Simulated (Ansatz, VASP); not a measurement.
# Two plane-wave programs on Zr

```
CELL_PARAMETERS angstrom
1.56399 0.90297 5.22960
-1.56399 0.90297 5.22960
0.00000 -1.80594 5.22960
ATOMIC_POSITIONS crystal
Zr 0.25002 0.25002 0.25002
Zr 0.74998 0.74998 0.74998
```

Alike in both runs: functional PBEsol; k mesh 6 × 6 × 6; occupations gaussian, width 0.1 eV; no spin polarisation.

Ansatz relaxed the structure, and its values are those at the end. VASP's run is a single point on that final structure, the one shown.

|  | VASP | Ansatz |
| --- | --- | --- |
| version | VASP 6.6.1 | Ansatz 0.2.0 |
| potentials or method | VASP PAW PBE potentials, release 64 (Zr_sv), cutoff 500 eV | scalar-relativistic, plane waves, PAW |
| valence electrons in the cell | 24 | 24 |

```tsv
	VASP	Ansatz	Ansatz less VASP
gap on the k mesh at the Fermi level (eV)	none	none	-
pressure (GPa)	0.0	-0.1	-0.10
```

VASP's potentials were made for PBE, not for PBEsol. A gap of «none» marks a metal or a gap that the smearing closes. The functional is the same, so the differences come from potentials, cutoffs and numerics.

The k mesh is coarse, so the values compare programs but aren't converged.
